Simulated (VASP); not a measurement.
# Ga7CuAs8 (F-43m) in VASP: single point with PBEsol+U

Aim: the single point of Ga7CuAs8 with PBEsol+U.

All numbers are computed with VASP 6.6.1; they aren't measurements. Logs are shortened: lines on timing, memory, paths and dates and some standing lists are left out, and cuts for length are marked.

**1. The cell of the first run**

Symmetry: F-43m, No. 216, cubic system. Conventional cell: a = 11.307 Å, b = 11.307 Å, c = 11.307 Å, α = 90.00°, β = 90.00°, γ = 90.00°. Cu (site symmetry -43m) has 4 As at 2.36 Å within 3.1 Å. Ga (site symmetry 2mm) has 4 As at 2.46 to 2.47 Å within 3.2 Å. Ga (site symmetry -43m) has 4 As at 2.46 Å within 3.2 Å. Within 3.1 Å of As (site symmetry 3m) lie 1 Cu at 2.36 Å and 3 Ga at 2.46 Å. As (site symmetry 3m) has 4 Ga at 2.46 to 2.47 Å within 3.2 Å.

**2. Single point, PBEsol+U**

The input, INCAR:

```
PREC     = Accurate       # precision mode
ENCUT    = 520            # plane-wave cutoff, eV
EDIFF    = 1E-6           # SCF threshold, eV
ISMEAR   = 0              # smearing method
SIGMA    = 0.05           # smearing width, eV
LREAL    = Auto         
LASPH    = T              # aspherical terms in the spheres
NELM     = 150            # most SCF steps
ALGO     = Normal         # electronic algorithm
ISIF     = 2              # what is computed and relaxed
LWAVE    = F              # write WAVECAR
LCHARG   = F              # write CHGCAR
LMAXMIX  = 4              # l up to which the mixer works
LDAU     = T              # DFT+U
LDAUTYPE = 2            
LDAUL    = 2 -1 -1        # shell
LDAUU    = 5 0 0          # U, eV
LDAUJ    = 0 0 0        
LDAUPRINT= 1            
GGA      = PS             # functional
NBANDS   = 85             # bands
```

The input, KPOINTS:

```
regular mesh
0
Gamma
  3 3 3
```

The input, POSCAR:

```
Ga7CuAs8
1.0
    0.0000000000      5.6537000000      5.6537000000
    5.6537000000      0.0000000000      5.6537000000
    5.6537000000      5.6537000000      0.0000000000
Cu Ga As
1 7 8
Direct
    1.0000000000      0.0000000000      1.0000000000
    0.0032178902      0.0032178902      0.4967821098
    0.0032178902      0.4967821098      0.0032178902
    0.0032178902      0.4967821098      0.4967821098
    0.4967821098      0.0032178902      0.0032178902
    0.4967821098      0.0032178902      0.4967821098
    0.4967821098      0.4967821098      0.0032178902
    0.5000000000      0.5000000000      0.5000000000
    0.1207161911      0.1207161911      0.1207161911
    0.1207161911      0.1207161911      0.6378514266
    0.1207161911      0.6378514266      0.1207161911
    0.1238712265      0.6253762578      0.6253762578
    0.6378514266      0.1207161911      0.1207161911
    0.6253762578      0.1238712265      0.6253762578
    0.6253762578      0.6253762578      0.1238712265
    0.6253762578      0.6253762578      0.6253762578
```

Potentials or basis: VASP PAW PBE potentials, release 64 (Cu, Ga_d, As).

On the command line:

```bash
cat potpaw_PBE.64/Cu/POTCAR potpaw_PBE.64/Ga_d/POTCAR potpaw_PBE.64/As/POTCAR > POTCAR
mpirun -np 1 vasp_std > vasp.out
```

OUTCAR:

```text
PREC = Accurate
   ENCUT = 520
   EDIFF = 1E-6
   ISMEAR = 0
   LREAL = Auto
   LASPH = T
   NELM = 150
   ISIF = 2
   GGA = PS

 ion  position               nearest neighbor table
   1  0.000  0.000  0.000-   9 2.36  10 2.36  11 2.36  13 2.36
   2  0.003  0.003  0.497-  10 2.46   9 2.46  12 2.47  14 2.47
   3  0.003  0.497  0.003-  11 2.46   9 2.46  12 2.47  15 2.47
   4  0.003  0.497  0.497-  10 2.46  11 2.46  12 2.47  16 2.47
   5  0.497  0.003  0.003-  13 2.46   9 2.46  14 2.47  15 2.47
   6  0.497  0.003  0.497-  10 2.46  13 2.46  14 2.47  16 2.47
[... 8 lines left out ...]
  15  0.625  0.625  0.124-   8 2.46   7 2.47   3 2.47   5 2.47
  16  0.625  0.625  0.625-   8 2.46   6 2.47   7 2.47   4 2.47

  LATTYP: Found a face centered cubic cell.
 ALAT       =    11.3074000000

  Lattice vectors:

 A1 = (   0.0000000000,   5.6537000000,   5.6537000000)
 A2 = (   5.6537000000,   0.0000000000,   5.6537000000)
 A3 = (   5.6537000000,   5.6537000000,   0.0000000000)

Analysis of symmetry for initial positions (statically):
=====================================================================
 Subroutine PRICEL returns:
 Original cell was already a primitive cell.

 Routine SETGRP: Setting up the symmetry group for a
 face centered cubic supercell.

 Subroutine GETGRP returns: Found 24 space group operations
 (whereof 24 operations were pure point group operations)
 out of a pool of 48 trial point group operations.

The static configuration has the point symmetry T_d .

Analysis of symmetry for dynamics (positions and initial velocities):
=====================================================================
 Subroutine PRICEL returns:
 Original cell was already a primitive cell.

 Routine SETGRP: Setting up the symmetry group for a
 face centered cubic supercell.

 Subroutine GETGRP returns: Found 24 space group operations
 (whereof 24 operations were pure point group operations)
 out of a pool of 48 trial point group operations.

The dynamic configuration has the point symmetry T_d .

 Subroutine INISYM returns: Found 24 space group operations
 (whereof 24 operations are pure point group operations),
 and found     1 'primitive' translations

----------------------------------------------------------------------------------------

                                     Primitive cell

  volume of cell :     361.4334

  direct lattice vectors                    reciprocal lattice vectors
     0.000000000  5.653700000  5.653700000    -0.088437660  0.088437660  0.088437660
     5.653700000  0.000000000  5.653700000     0.088437660 -0.088437660  0.088437660
     5.653700000  5.653700000  0.000000000     0.088437660  0.088437660 -0.088437660

  length of vectors
     7.995539218  7.995539218  7.995539218     0.153178521  0.153178521  0.153178521

  position of ions in fractional coordinates (direct lattice)
     0.000000000  0.000000000  0.000000000
     0.003217890  0.003217890  0.496782110
     0.003217890  0.496782110  0.003217890
     0.003217890  0.496782110  0.496782110
     0.496782110  0.003217890  0.003217890
     0.496782110  0.003217890  0.496782110
[... 8 lines left out ...]
     0.625376258  0.625376258  0.123871227
     0.625376258  0.625376258  0.625376258

  ion indices of the primitive-cell ions
   primitive index   ion index
                 1           1
                 2           2
                 3           3
                 4           4
                 5           5
                 6           6
[... 8 lines left out ...]
                15          15
                16          16

----------------------------------------------------------------------------------------

 KPOINTS: regular mesh

Automatic generation of k-mesh.
 Grid dimensions read from file:
 generate k-points for:    3    3    3

 Generating k-lattice:
[... 37 lines left out ...]
   LSORBIT =      F    spin-orbit coupling
   LASPH  =      T    aspherical Exc in radial PAW
   ENCUT  =  520.0 eV  38.22 Ry    6.18 a.u.  14.87 14.87 14.87*2*pi/ulx,y,z
   NELM   =    150;   NELMIN=  2; NELMDL= -5     # of ELM steps
   EDIFF  = 0.1E-05   stopping-criterion for ELM
   LREAL  =      T    real-space projection
   EDIFFG = 0.1E-04   stopping-criterion for IOM
   NSW    =      0    number of steps for IOM
   IBRION =     -1    ionic relax: 0-MD 1-quasi-New 2-CG
   NFREE  =      0    steps in history (QN), initial steepest desc. (CG)
   ISIF   =      2    stress and relaxation
   ISYM   =      2    0-nonsym 1-usesym 2-fastsym
   POTIM  = 0.5000    time-step for ionic-motion
   TEBEG  =    0.0;   TEEND  =   0.0 temperature during run
   PSTRESS=    0.0 pullay stress
   NELECT =     142.0000    total number of electrons
   NUPDOWN=      -1.0000    fix difference up-down
   EMIN   =  10.00;   EMAX   =-10.00  energy-range for DOS
   EFERMI =   0.00;   METHOD = LEGACY
   ISMEAR =     0;   SIGMA  =   0.05  broadening in eV -4-tet -1-fermi 0-gaus
   EFERMI_NEDOS =   21; number of points for ismear=-14 and -15
   IALGO  =     38    algorithm
   IMIX   =      4    mixing-type and parameters
     AMIX     =   0.40;   BMIX     =  1.00
     AMIX_MAG =   1.60;   BMIX_MAG =  1.00
  volume/ion in A,a.u.               =      22.59       152.44
  Fermi-wavevector in a.u.,A,eV,Ry     =   1.199025  2.265828 19.560560  1.437661
  Thomas-Fermi vector in A             =   2.334898
   LORBIT       =      0    0 simple, 1 ext, 2 COOP (PROOUT), +10 PAW based schemes
 LDA+U is selected, type is set to LDAUTYPE =  2
   angular momentum for each species LDAUL =     2   -1   -1
   U (eV)           for each species LDAUU =   5.0  0.0  0.0
   J (eV)           for each species LDAUJ =   0.0  0.0  0.0
   GGA     = PS    functional components
   LHFCALC =     F    Hartree Fock is set to
   AEXX    =    0.0000 exact exchange contribution
   IVDW    =     0    specifies the selected vdW correction
   LEPSILON=     F    determine dielectric tensor
   LRPA    =     F    only Hartree local field effects (RPA)
 non-spin polarized calculation
 Gauss-broadening in eV      SIGMA  =   0.05
  energy-cutoff  :      520.00
  volume of cell :      361.43
 maximum number of plane-waves:      9735
   NGX = 29   NGY = 29   NGZ = 29

atom =   1  type =  1  l = 2

 onsite density matrix

spin component  1

  0.9271  0.0000  0.0000 -0.0000  0.0000
  0.0000  0.9271 -0.0000 -0.0000  0.0000
  0.0000 -0.0000  0.9453 -0.0000 -0.0000
 -0.0000 -0.0000 -0.0000  0.9271 -0.0000
  0.0000  0.0000 -0.0000 -0.0000  0.9453

spin component  2

  0.9271  0.0000  0.0000 -0.0000  0.0000
  0.0000  0.9271 -0.0000 -0.0000  0.0000
  0.0000 -0.0000  0.9453 -0.0000 -0.0000
 -0.0000 -0.0000 -0.0000  0.9271 -0.0000
  0.0000  0.0000 -0.0000 -0.0000  0.9453

 occupancies and eigenvectors

  o =  0.9271  v =  1.0000  0.0000  0.0000  0.0000  0.0000  0.0000  0.0000  0.0000  0.0000  0.0000      0.0000  0.0000  0.0000  0.0000  0.0000  0.0000  0.0000  0.0000  0.0000  0.0000
  o =  0.9271  v =  0.0000  0.0318 -0.0000  0.9995 -0.0000  0.0000  0.0000  0.0000  0.0000  0.0000      0.0000  0.0000  0.0000  0.0000  0.0000  0.0000  0.0000  0.0000  0.0000  0.0000
  o =  0.9271  v =  0.0000  0.0000  0.0000  0.0000  0.0000  1.0000  0.0000  0.0000  0.0000  0.0000      0.0000  0.0000  0.0000  0.0000  0.0000  0.0000  0.0000  0.0000  0.0000  0.0000
  o =  0.9271  v =  0.0000  0.0000  0.0000  0.0000  0.0000  0.0000  0.0318 -0.0000  0.9995 -0.0000      0.0000  0.0000  0.0000  0.0000  0.0000  0.0000  0.0000  0.0000  0.0000  0.0000
  o =  0.9271  v =  0.0000  0.0000  0.0000  0.0000  0.0000  0.0000 -0.9995  0.0000  0.0318  0.0000      0.0000  0.0000  0.0000  0.0000  0.0000  0.0000  0.0000  0.0000  0.0000  0.0000
  o =  0.9271  v =  0.0000 -0.9995  0.0000  0.0318  0.0000  0.0000  0.0000  0.0000  0.0000  0.0000      0.0000  0.0000  0.0000  0.0000  0.0000  0.0000  0.0000  0.0000  0.0000  0.0000
  o =  0.9453  v =  0.0000  0.0000  0.0000  0.0000  0.0000  0.0000  0.0000  1.0000  0.0000  0.0017      0.0000  0.0000  0.0000  0.0000  0.0000  0.0000  0.0000  0.0000  0.0000  0.0000
  o =  0.9453  v =  0.0000  0.0000  1.0000  0.0000  0.0017  0.0000  0.0000  0.0000  0.0000  0.0000      0.0000  0.0000  0.0000  0.0000  0.0000  0.0000  0.0000  0.0000  0.0000  0.0000
  o =  0.9453  v =  0.0000  0.0000 -0.0017  0.0000  1.0000  0.0000  0.0000  0.0000  0.0000  0.0000      0.0000  0.0000  0.0000  0.0000  0.0000  0.0000  0.0000  0.0000  0.0000  0.0000
  o =  0.9453  v =  0.0000  0.0000  0.0000  0.0000  0.0000  0.0000  0.0000 -0.0017  0.0000  1.0000      0.0000  0.0000  0.0000  0.0000  0.0000  0.0000  0.0000  0.0000  0.0000  0.0000

 number of electron     142.0000012 magnetization

 Free energy of the ion-electron system (eV)
  ---------------------------------------------------
  ext. energy  EPLUGINS =         0.00000000
  ---------------------------------------------------
  free energy    TOTEN  =       -70.45070952 eV

  energy without entropy =      -70.43928268  energy(sigma->0) =      -70.44499610

 E-fermi :   3.5267     XC(G=0):  -9.7500

 val. band max:        3.2636145376   @ k =   0.3333   0.3333   0.0000
 cond. band min:       3.5419466565   @ k =  -0.3333   0.3333   0.0000
 fundamental gap:      0.2783321189
 Fermi energy:         3.5267181462

 k-point     1 :       0.0000    0.0000    0.0000
  band No.  band energies     occupation
      1     -11.2315      2.00000
      2     -11.2315      2.00000
      3     -11.2315      2.00000
      4     -11.2116      2.00000
      5     -11.1801      2.00000
      6     -11.1801      2.00000
[... 333 lines left out ...]
     82       7.5657      0.00000
     83       7.6034      0.00000
 [bands above 83 left out]

------------------------ aborting loop because EDIFF is reached ----------------------------------------

  FORCE on cell =-STRESS in cart. coord.  units (eV):
  Direction    XX          YY          ZZ          XY          YZ          ZX
  --------------------------------------------------------------------------------------
  -------------------------------------------------------------------------------------
  Total       -2.5966599     -2.5966599     -2.5966599      0.0000000     -0.0000000      0.0000000
  in kB      -11.5105845    -11.5105845    -11.5105845      0.0000000     -0.0000000      0.0000000
  external PRESSURE =     -11.5105845 kB  Pullay stress =       0.0000000 kB

 VOLUME and BASIS-vectors are now :
 -----------------------------------------------------------------------------
  energy-cutoff  :      520.00
  volume of cell :      361.43
      direct lattice vectors                 reciprocal lattice vectors
     0.000000000  5.653700000  5.653700000    -0.088437660  0.088437660  0.088437660
     5.653700000  0.000000000  5.653700000     0.088437660 -0.088437660  0.088437660
     5.653700000  5.653700000  0.000000000     0.088437660  0.088437660 -0.088437660

 POSITION                                       TOTAL-FORCE (eV/Angst)
 -----------------------------------------------------------------------------------
      0.00000      0.00000      0.00000         0.000000      0.000000      0.000000
      2.82685      2.82685      0.03639         0.000000      0.000000     -0.008631
      2.82685      0.03639      2.82685         0.000000     -0.008631      0.000000
      5.61731      2.82685      2.82685         0.008631      0.000000      0.000000
      0.03639      2.82685      2.82685        -0.008631      0.000000      0.000000
      2.82685      5.61731      2.82685         0.000000      0.008631      0.000000
[... 8 lines left out ...]
      4.23602      4.23602      7.07138        -0.014048     -0.014048      0.014048
      7.07138      7.07138      7.07138         0.014048      0.014048      0.014048
 -----------------------------------------------------------------------------------
    total drift:                                0.000011      0.000011      0.000014

  FREE ENERGIE OF THE ION-ELECTRON SYSTEM (eV)
  ---------------------------------------------------
  free  energy   TOTEN  =       -70.4507095162 eV

  energy  without entropy=      -70.4392826768  energy(sigma->0) =      -70.44499610
```

Wall time 2.9 min (1 thread of Intel Xeon 6975P-C (Granite Rapids), shared host); peak memory 0.51 GiB.

What came out:

- Free energy: -70.4507 eV
- Pressure: -1.2 GPa
- Largest force: 0.079 eV/Å
- Band gap on the k mesh: zero (bands 71 and 72 overlap by 0.82 eV)

Forces on the atoms (eV/Å):
```
Cu   0.000  0.000  0.000
Ga   0.000  0.000 -0.009
Ga   0.000 -0.009  0.000
Ga   0.009  0.000  0.000
Ga  -0.009  0.000  0.000
Ga   0.000  0.009  0.000
Ga   0.000  0.000  0.009
Ga   0.000  0.000  0.000
As  -0.045 -0.045 -0.045
As   0.045  0.045 -0.045
As   0.045 -0.045  0.045
As   0.014 -0.014 -0.014
As  -0.045  0.045  0.045
As  -0.014  0.014 -0.014
As  -0.014 -0.014  0.014
As   0.014  0.014  0.014
```

Levels at points of the mesh, in eV from the Fermi level:
```
           k point  band 66  band 67  band 68  band 69  band 70  band 71  band 72  band 73  band 74  band 75
(0.00, 0.00, 0.00)    -0.84    -0.53    -0.53    -0.53     0.56     0.56     0.56     0.72     1.12     1.12
```

Eigenvalues of the final occupation matrices:
| site | spin | trace | eigenvalues |
| --- | --- | --- | --- |
| site 1 d | 1 | 4.67 | 0.93 0.93 0.93 0.95 0.95 |
| site 1 d | 2 | 4.67 | 0.93 0.93 0.93 0.95 0.95 |

Caveat: the PAW data sets were made with another functional, which shifts forces and pressure a little; U without spin polarisation on a metal has little footing; the U is typed as a test and isn't derived for this compound.
